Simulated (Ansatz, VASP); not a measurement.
# EuO: VASP beside Ansatz

INCAR

```
SYSTEM = EuO
ALGO = Normal ; EDIFF = 1E-6
ENCUT = 600 ; GGA = PE
GGA_COMPAT = .False. ; ISIF = 2
ISMEAR = 0 ; ISPIN = 2
LASPH = .True. ; LCHARG = .False.
LDAU = .True. ; LDAUJ = 0 0
LDAUL = 3 -1 ; LDAUPRINT = 1
LDAUTYPE = 2 ; LDAUU = 6 0
LMAXMIX = 6 ; LORBIT = 11
LREAL = .False. ; LWAVE = .False.
MAGMOM = 7.42 -0.09 ; NBANDS = 22
NELM = 200 ; PREC = Accurate
SIGMA = 0.05
```

File KPOINTS:

```
k-points
0
Gamma
  10 10 10
  0 0 0
```

POSCAR

```
EuO
1.0
    0.0000000000      2.5533150581      2.5533150581
    2.5533150581      0.0000000000      2.5533150581
    2.5533150581      2.5533150581      0.0000000000
Eu O
1 1
Direct
    0.0000000000      0.0000000000      0.0000000000
    0.5000000000      0.5000000000      0.5000000000
```

Input for Ansatz:

```yaml
crystal:
  lattice:
    - [0.0, 2.5533150581, 2.5533150581]
    - [2.5533150581, 0.0, 2.5533150581]
    - [2.5533150581, 2.5533150581, 0.0]
  atoms:
    - { symbol: Eu, position: [0.0, 0.0, 0.0], spin: 7.43 }
    - { symbol: O, position: [0.5, 0.5, 0.5] }
basis:
  ecutwfc: 420
  ecutrho_ratio: 4
kpoints:
  mp_grid: { grid: [10, 10, 10] }
hamiltonian:
  xc: pbe
  hubbard:
    sites:
      - { species: Eu, l: f, u_eff: 6.0, starting_ns: start.occupation_matrices }
    ns_hold: { iters: 6 }
scf:
  occupations: { method: gaussian, width: 0.05 }
  lower_state_search: "off"
output:
  forces: true
  stress: true
  eigenvalues: true
  populations: true
  hubbard: { sites: [{ species: Eu, l: f }] }
magnetization:
  spin_polarized: true
```

Alike in both runs: task single point; functional PBE; k mesh 10 × 10 × 10; occupations gaussian, width 0.05 eV; collinear spin; Hubbard terms Eu f U = 6.0 eV.

|  | VASP | Ansatz |
| --- | --- | --- |
| version | VASP 6.6.1 | Ansatz 0.2.0 |
| potentials or method | VASP PAW PBE potentials, release 64 (Eu, O), cutoff 600 eV | scalar-relativistic, plane waves, PAW |
| valence electrons in the cell | 23 | 23 |

Ansatz gave:

- pressure (GPa): 3.9
- net moment per atom (μB): 3.50
- size of the moment on the site where the two differ most (μB): 6.74

Q: Estimate VASP's values.

A: Pressure (GPa): 3.3; net moment per atom (μB): 3.50; size of the moment on the site where the two differ most (μB): 6.72.

Site moments also hang on the region over which each program counts them. The programs project onto different local orbitals, so the same U acts differently, and such runs can settle in different states.

Spin-orbit coupling is off throughout.
